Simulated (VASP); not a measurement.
A run of VASP 6.6.1:

File INCAR:

```
ALGO = Normal
EDIFF = 1E-6
ENCUT = 520
GGA = PS
ISIF = 2
ISMEAR = 0
LASPH = True
LCHARG = False
LREAL = False
LWAVE = False
NBANDS = 12
NELM = 60
PREC = Accurate
SIGMA = 0.15
```

Contents of KPOINTS:

```
k-points
0
Gamma
  22 22 22
```

File POSCAR:

```
Cu
1.0
    0.0000000000      1.8978750000      1.7171250000
    1.8978750000      0.0000000000      1.7171250000
    1.8978750000      1.8978750000      0.0000000000
Cu
1
Direct
    0.0000000000      0.0000000000      0.0000000000
```

Potentials or basis: VASP PAW PBE potentials, release 64 (Cu).

Launch:

```sh
$ cat potpaw_PBE.64/Cu/POTCAR > POTCAR
$ mpirun -np 1 vasp_std > vasp.out
```

Hardware: 1 thread of Intel(R) Xeon(R) Platinum 8488C (Sapphire Rapids) (shared host).

Q: How long does it take, and how much memory?

A: It took 66 s on 1 thread of Intel(R) Xeon(R) Platinum 8488C (Sapphire Rapids) (shared host), peak memory 0.23 GiB. Counts: scf iterations 12, k points 834.
